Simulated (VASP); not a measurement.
# Re (P6/mmm) in VASP: a series of runs

Runs on Re. Level: r2SCAN. Tasks: single point, relaxation of cell and atoms.

All numbers are computed with VASP 6.6.1; they aren't measurements. Logs are shortened: lines on timing, memory, paths and dates and some standing lists are left out, and cuts for length are marked.

## Step 1: The cell of the first run

It takes space group P6/mmm (No. 191, hexagonal). Conventional cell: a = 4.174 Å, b = 4.174 Å, c = 2.613 Å, α = 90.00°, β = 90.00°, γ = 120.00°. Within 3.4 Å of Re (site symmetry 6/mmm) lie 14 Re at 2.61 to 2.74 Å. Re (site symmetry -6m2) has 11 Re at 2.41 to 2.74 Å within 3.2 Å.

This isn't the form of Re at room conditions, which is hcp.

## Step 2: Single point, r2SCAN (13.14 Å³/atom)

Contents of POSCAR:

```
Re
1.0
    4.1737246457      0.0000000000      0.0000000000
   -2.0868623229      3.6145515716      0.0000000000
    0.0000000000      0.0000000000      2.6131326406
Re
3
Direct
    1.0000000000      1.0000000000      0.0000000000
    0.3333333333      0.6666666667      0.5000000000
    0.6666666667      0.3333333333      0.5000000000
```

Contents of INCAR.step1:

```
PREC     = Accurate       # precision mode
ENCUT    = 550            # plane-wave cutoff, eV
ISMEAR   = -1             # smearing method
SIGMA    = 0.1            # smearing width, eV
LREAL    = False          # projectors in reciprocal space
LASPH    = True           # aspherical terms in the spheres
NELM     = 120            # most SCF steps
NBANDS   = 30             # bands
GGA      = PE             # functional
ALGO     = Normal         # electronic algorithm
EDIFF    = 1E-5           # SCF threshold, eV
LWAVE    = True           # write WAVECAR
LCHARG   = False          # write CHGCAR
GGA_COMPAT= False
```

Contents of INCAR.step2:

```
PREC     = Accurate       # precision mode
ENCUT    = 550            # plane-wave cutoff, eV
EDIFF    = 1E-6           # SCF threshold, eV
ISMEAR   = -1             # smearing method
SIGMA    = 0.1            # smearing width, eV
LREAL    = False          # projectors in reciprocal space
LASPH    = True           # aspherical terms in the spheres
NELM     = 120            # most SCF steps
ALGO     = Normal         # electronic algorithm
ISIF     = 2              # what is computed and relaxed
LWAVE    = False          # write WAVECAR
LCHARG   = True           # write CHGCAR
METAGGA  = R2SCAN         # meta-GGA
LMIXTAU  = True         
LELF     = True           # ELF
LVHAR    = True         
NBANDS   = 30             # bands
ISTART   = 1            
GGA_COMPAT= False
```

Contents of KPOINTS:

```
Automatic mesh
0
Gamma
  10 10 13
```

Potentials or basis: VASP PAW PBE potentials, release 64 (Re_sv_GW).

Command:

```
$ cat potpaw_PBE.64/Re_sv_GW/POTCAR > POTCAR
$ cp INCAR.step1 INCAR
$ mpirun -np 1 vasp_std > vasp.out
$ cp INCAR.step2 INCAR
$ mpirun -np 1 vasp_std > vasp.out
```

OUTCAR:

```text
PREC = Accurate
   ENCUT = 550
   EDIFF = 1E-6
   ISMEAR = -1
   LREAL = False
   LASPH = True
   NELM = 120
   ISIF = 2
   METAGGA = R2SCAN
   ISTART = 1

 ion  position               nearest neighbor table
   1  0.000  0.000  0.000-   2 2.74   3 2.74   2 2.74   3 2.74   3 2.74   3 2.74   2 2.74   2 2.74
                             3 2.74   3 2.74   2 2.74   2 2.74
   2  0.333  0.667  0.500-   3 2.41   3 2.41   3 2.41   1 2.74   1 2.74   1 2.74   1 2.74   1 2.74
                             1 2.74
   3  0.667  0.333  0.500-   2 2.41   2 2.41   2 2.41   1 2.74   1 2.74   1 2.74   1 2.74   1 2.74
                             1 2.74

  LATTYP: Found a hexagonal cell.
 ALAT       =     4.1737246457
 C/A-ratio  =     0.6260912883

  Lattice vectors:

 A1 = (   4.1737246457,   0.0000000000,   0.0000000000)
 A2 = (  -2.0868623229,   3.6145515716,   0.0000000000)
 A3 = (   0.0000000000,   0.0000000000,   2.6131326406)

Analysis of symmetry for initial positions (statically):
=====================================================================
 Subroutine PRICEL returns:
 Original cell was already a primitive cell.

 Routine SETGRP: Setting up the symmetry group for a
 hexagonal supercell.

 Subroutine GETGRP returns: Found 24 space group operations
 (whereof 24 operations were pure point group operations)
 out of a pool of 24 trial point group operations.

The static configuration has the point symmetry D_6h.

Analysis of symmetry for dynamics (positions and initial velocities):
=====================================================================
 Subroutine PRICEL returns:
 Original cell was already a primitive cell.

 Routine SETGRP: Setting up the symmetry group for a
 hexagonal supercell.

 Subroutine GETGRP returns: Found 24 space group operations
 (whereof 24 operations were pure point group operations)
 out of a pool of 24 trial point group operations.

The dynamic configuration has the point symmetry D_6h.

 Subroutine INISYM returns: Found 24 space group operations
 (whereof 24 operations are pure point group operations),
 and found     1 'primitive' translations

----------------------------------------------------------------------------------------

                                     Primitive cell

  volume of cell :      39.4221
[... 79 lines left out ...]
   NGX,Y,Z   is equivalent  to a cutoff of  12.75, 12.75, 12.72 a.u.
   NGXF,Y,Z  is equivalent  to a cutoff of  25.49, 25.49, 25.45 a.u.
 SYSTEM =  unknown system
   PREC   = accura    normal or accurate (medium, high low for compatibility)
   ISTART =      1    job   : 0-new  1-cont  2-samecut
   ICHARG =      0    charge: 1-file 2-atom 10-const
   ISPIN  =      1    spin polarized calculation?
   LNONCOLLINEAR =      F non collinear calculations
   LSORBIT =      F    spin-orbit coupling
   LASPH  =      T    aspherical Exc in radial PAW
   ENCUT  =  550.0 eV  40.42 Ry    6.36 a.u.   7.98  7.98  5.00*2*pi/ulx,y,z
   NELM   =    120;   NELMIN=  2; NELMDL=  0     # of ELM steps
   EDIFF  = 0.1E-05   stopping-criterion for ELM
   LREAL  =      F    real-space projection
[... 7 lines left out ...]
   TEBEG  =    0.0;   TEEND  =   0.0 temperature during run
   PSTRESS=    0.0 pullay stress
   NELECT =      45.0000    total number of electrons
   NUPDOWN=      -1.0000    fix difference up-down
   EMIN   =  10.00;   EMAX   =-10.00  energy-range for DOS
   EFERMI =   0.00;   METHOD = LEGACY
   ISMEAR =    -1;   SIGMA  =   0.10  broadening in eV -4-tet -1-fermi 0-gaus
   EFERMI_NEDOS =   21; number of points for ismear=-14 and -15
   IALGO  =     38    algorithm
   IMIX   =      4    mixing-type and parameters
     AMIX     =   0.40;   BMIX     =  1.00
     AMIX_MAG =   1.60;   BMIX_MAG =  1.00
  volume/ion in A,a.u.               =      13.14        88.68
  Fermi-wavevector in a.u.,A,eV,Ry     =   1.710931  3.233190 39.828119  2.927284
  Thomas-Fermi vector in A             =   2.789139
   LORBIT       =      0    0 simple, 1 ext, 2 COOP (PROOUT), +10 PAW based schemes
   METAGGA = R2SCAN    functional components
   LHFCALC =     F    Hartree Fock is set to
   AEXX    =    0.0000 exact exchange contribution
   IVDW    =     0    specifies the selected vdW correction
   LEPSILON=     F    determine dielectric tensor
   LRPA    =     F    only Hartree local field effects (RPA)
 non-spin polarized calculation
  energy-cutoff  :      550.00
  volume of cell :       39.42
 maximum number of plane-waves:      1174
 NGX is ok and might be reduce to    32
   NGX = 15   NGY = 15   NGZ =  9

 number of electron      44.9999999 magnetization

 Free energy of the ion-electron system (eV)
  ---------------------------------------------------
  ext. energy  EPLUGINS =         0.00000000
  ---------------------------------------------------
  free energy    TOTEN  =      -160.87593441 eV

  energy without entropy =     -160.81992825  energy(sigma->0) =     -160.84793133

 E-fermi :  14.9460     XC(G=0): -16.3429

 val. band max:       14.9356106124   @ k =   0.1000   0.0000   0.2308
 cond. band min:      14.9495762187   @ k =   0.2000   0.1000   0.2308
 fundamental gap:      0.0139656063
 Fermi energy:        14.9459984606

 k-point     1 :       0.0000    0.0000    0.0000
  band No.  band energies     occupation
      1     -67.0224      2.00000
      2     -66.7721      2.00000
      3     -66.6490      2.00000
      4     -28.9050      2.00000
      5     -28.9050      2.00000
      6     -28.3417      2.00000
[... 781 lines left out ...]
     29      19.6504      0.00000
     30      20.7620      0.00000

 [... further k-points ...]

------------------------ aborting loop because EDIFF is reached ----------------------------------------

  FORCE on cell =-STRESS in cart. coord.  units (eV):
  Direction    XX          YY          ZZ          XY          YZ          ZX
  --------------------------------------------------------------------------------------
  -------------------------------------------------------------------------------------
  Total       15.4215563     15.4215563     13.6661795     -0.0000000      0.0000000      0.0000000
  in kB      626.7568835    626.7568835    555.4155449     -0.0000000      0.0000000      0.0000000
  external PRESSURE =     602.9764373 kB  Pullay stress =       0.0000000 kB

 VOLUME and BASIS-vectors are now :
 -----------------------------------------------------------------------------
  energy-cutoff  :      550.00
  volume of cell :       39.42
      direct lattice vectors                 reciprocal lattice vectors
     4.173724646  0.000000000  0.000000000     0.239594148  0.138329746  0.000000000
    -2.086862323  3.614551572  0.000000000     0.000000000  0.276659492  0.000000000
     0.000000000  0.000000000  2.613132641     0.000000000  0.000000000  0.382682450

 POSITION                                       TOTAL-FORCE (eV/Angst)
 -----------------------------------------------------------------------------------
      0.00000      0.00000      0.00000        -0.000000     -0.000000      0.000000
     -0.00000      2.40970      1.30657         0.000000      0.000000     -0.000000
      2.08686      1.20485      1.30657        -0.000000      0.000000      0.000000
 -----------------------------------------------------------------------------------
    total drift:                               -0.000000      0.000000      0.000000

  FREE ENERGIE OF THE ION-ELECTRON SYSTEM (eV)
  ---------------------------------------------------
  free  energy   TOTEN  =      -160.8759344074 eV

  energy  without entropy=     -160.8199282538  energy(sigma->0) =     -160.84793133
```

It took 7 min on 1 thread of Intel Xeon Platinum 8488C (Sapphire Rapids), shared host; peak memory 0.24 GiB.

Results:

- Free energy: -160.8759 eV
- Pressure: 60.3 GPa
- Band gap on the k mesh: zero (an odd number of electrons rules out a gap without spin polarisation)

Caveat: the stress differs along the axes, from 56 to 63 GPa; the PAW data sets were made with another functional, which shifts forces and pressure a little; spin-orbit coupling is left out, which moves the levels of the heavy elements.

## Step 3: Single point, r2SCAN

This run uses another cell than the first one, of 14.93 Å³/atom.

Contents of POSCAR:

```
Re
1.0
    4.3554152738      0.0000000000      0.0000000000
   -2.1777076369      3.7719002711      0.0000000000
    0.0000000000      0.0000000000      2.7268875601
Re
3
Direct
    1.0000000000      1.0000000000      0.0000000000
    0.3333333333      0.6666666667      0.5000000000
    0.6666666667      0.3333333333      0.5000000000
```

Contents of INCAR.step1:

```
ALGO = Normal
EDIFF = 1E-4
ENCUT = 520
GGA = PE
ISMEAR = -1
LASPH = True
LCHARG = False
LREAL = False
LWAVE = True
NBANDS = 18
NELM = 80
PREC = Accurate
SIGMA = 0.1
```

Contents of INCAR.step2:

```
ALGO = Normal
EDIFF = 1E-6
ENCUT = 520
ISIF = 2
ISMEAR = -1
ISTART = 1
LASPH = True
LCHARG = True
LELF = True
LMIXTAU = True
LREAL = False
LVHAR = True
LWAVE = False
METAGGA = R2SCAN
NBANDS = 18
NELM = 80
PREC = Accurate
SIGMA = 0.1
```

Contents of KPOINTS:

```
k-points
0
Gamma
  11 11 15
```

Potentials or basis: VASP PAW PBE potentials, release 64 (Re).

Command:

```
$ cat potpaw_PBE.64/Re/POTCAR > POTCAR
$ cp INCAR.step1 INCAR
$ mpirun -np 1 vasp_std > vasp.out
$ cp INCAR.step2 INCAR
$ mpirun -np 1 vasp_std > vasp.out
```

Wall time 95 s (1 thread of Intel Xeon 6975P-C (Granite Rapids), shared host); peak memory 0.22 GiB.

The run converged. Its results:

| Property | Result |
| --- | --- |
| Free energy | -156.8899 eV |
| Pressure | -0.3 GPa |
| Band gap on the k mesh | zero (an odd number of electrons rules out a gap without spin polarisation) |

Stress tensor (GPa, compression positive):
```
-0.42  0.00  0.00
 0.00 -0.42  0.00
 0.00  0.00 -0.10
```

Levels at points of the mesh, in eV from the Fermi level:
| k point | band 8 | band 9 | band 10 | band 11 | band 12 | band 13 |
| --- | --- | --- | --- | --- | --- | --- |
| (0.00, 0.00, 0.00) | -2.01 | -0.84 | -0.84 | 0.10 | 0.10 | 0.13 |

Caveat: the PAW data sets were made with another functional, which shifts forces and pressure a little; spin-orbit coupling is left out, which moves the levels of the heavy elements.

## Step 4: Relaxation of cell and atoms, r2SCAN

This run uses another cell than the first one, of 14.71 Å³/atom.

Contents of POSCAR:

```
Re
1.0
    4.3646887072      0.0000000000      0.0000000000
   -2.1823443536      3.7799313000      0.0000000000
    0.0000000000      0.0000000000      2.6755541775
Re
3
Direct
    0.0000000000      0.0000000000      0.0000000000
    0.3333333333      0.6666666667      0.5000000000
    0.6666666667      0.3333333333      0.5000000000
```

Contents of INCAR.step1:

```
SYSTEM = Re
PREC = Accurate
ENCUT = 600
ISMEAR = -1
SIGMA = 0.1
LREAL = .FALSE.
LASPH = .TRUE.
NELM = 100
GGA = PE
ALGO = Normal
EDIFF = 1E-4
LWAVE = .TRUE.
LCHARG = .FALSE.
```

Contents of INCAR.step2:

```
SYSTEM = Re
PREC = Accurate
ENCUT = 600
EDIFF = 1E-7
ISMEAR = -1
SIGMA = 0.1
LREAL = .FALSE.
LASPH = .TRUE.
NELM = 100
ALGO = Normal
ISIF = 3
LWAVE = .FALSE.
LCHARG = .FALSE.
METAGGA = R2SCAN
LMIXTAU = .TRUE.
IBRION = 2
NSW = 80
EDIFFG = -0.01
ISTART = 1
```

Contents of KPOINTS:

```
regular mesh
0
G
  8 8 12
  0 0 0
```

Command:

```
$ cat potpaw_PBE.64/Re/POTCAR > POTCAR
$ cp INCAR.step1 INCAR
$ mpirun -np 1 vasp_std > vasp.out
$ cp INCAR.step2 INCAR
$ mpirun -np 1 vasp_std > vasp.out
```

Run time: 7.7 min. Hardware: 1 thread of Intel Xeon 6975P-C (Granite Rapids), shared host; peak memory 0.22 GiB.

It converged, with:

```
Free energy                           : -156.8856 eV
Relaxed volume                        : 14.93 Å³/atom
Relaxed cell                          : a = 4.353 Å, b = 4.353 Å, c = 2.729 Å, α = 90.00°, β = 90.00°, γ = 120.00°
Space group after relaxing (to 0.1 Å) : P6/mmm (No. 191)
Energy gained by relaxing             : 10.5 meV/atom
Ionic steps                           : 8
Pressure after relaxing               : 0.1 GPa
Band gap on the k mesh                : zero (an odd number of electrons rules out a gap without spin polarisation)
```

The path:
```csv
step,energy change (eV),largest force (eV/Å),pressure (GPa),volume (Å³)
1,0.0000,0.0000,5.27,44.14
2,0.1282,0.0000,-17.44,47.28
3,-0.0255,0.0000,-2.29,45.03
4,-0.0123,0.0000,3.41,44.46
5,-0.0316,0.0000,-0.36,44.83
6,-0.0316,0.0000,-0.32,44.82
7,-0.0314,0.0000,0.74,44.69
8,-0.0316,0.0000,0.06,44.78
```

Final structure:
```
Re
1.0
     4.35270    0.00000    0.00000
    -2.17635    3.76955    0.00000
     0.00000    0.00000    2.72894
Re
3
Direct
  0.00000 0.00000 0.00000
  0.33333 0.66667 0.50000
  0.66667 0.33333 0.50000
```

Levels at points of the mesh, in eV from the Fermi level:
| k point | band 7 | band 8 | band 9 | band 10 | band 11 | band 12 | band 13 | band 14 |
| --- | --- | --- | --- | --- | --- | --- | --- | --- |
| (0.00, 0.00, 0.00) | -2.99 | -1.99 | -0.83 | -0.83 | 0.11 | 0.11 | 0.12 | 0.12 |
| (0.50, 0.00, 0.00) | -2.55 | -1.89 | -1.49 | 0.39 | 0.40 | 0.95 | 2.17 | 3.19 |
| (0.00, 0.00, 0.50) | -0.97 | -0.97 | -0.86 | -0.86 | 3.02 | 3.02 | 3.98 | 3.98 |
| (0.50, 0.00, 0.50) | -2.30 | -1.18 | -0.93 | -0.50 | 0.84 | 2.21 | 3.44 | 3.67 |

Caveat: the highest band is partly filled, so the run has too few bands; the PAW data sets were made with another functional, which shifts forces and pressure a little; spin-orbit coupling is left out, which moves the levels of the heavy elements.

## Step 5: The runs side by side

| task | potentials or basis | cell | k mesh | cutoff (eV) | gap on the mesh (eV) | pressure (GPa) |
| --- | --- | --- | --- | --- | --- | --- |
| single point | VASP PAW PBE potentials, release 64 (Re_sv_GW) | a = 4.174, b = 4.174, c = 2.613 Å, angles 90.0, 90.0, 120.0°, 3 atoms | 10 × 10 × 13 | 550 | none | 60.3 |
| single point | VASP PAW PBE potentials, release 64 (Re) | a = 4.355, b = 4.355, c = 2.727 Å, angles 90.0, 90.0, 120.0°, 3 atoms | 11 × 11 × 15 | 520 | none | -0.3 |
| relaxation of cell and atoms | VASP PAW PBE potentials, release 64 (Re) | relaxed from a = 4.365, b = 4.365, c = 2.676 Å, angles 90.0, 90.0, 120.0°, 3 atoms | 8 × 8 × 12 | 600 | none | 0.1 |

Alike in all rows: level r2SCAN; no spin polarisation; smearing fermi-dirac 0.1 eV.

Caveats: the PAW data sets were made with another functional, which shifts forces and pressure a little; spin-orbit coupling is left out, which moves the levels of the heavy elements; the stress differs along the axes, from 56 to 63 GPa (at least some runs); the highest band is partly filled, so the run has too few bands (at least some runs).

Absolute energies hang on the potentials; compare differences alone.

The gap in the log of VASP goes by the Fermi energy; the results here count the filled bands.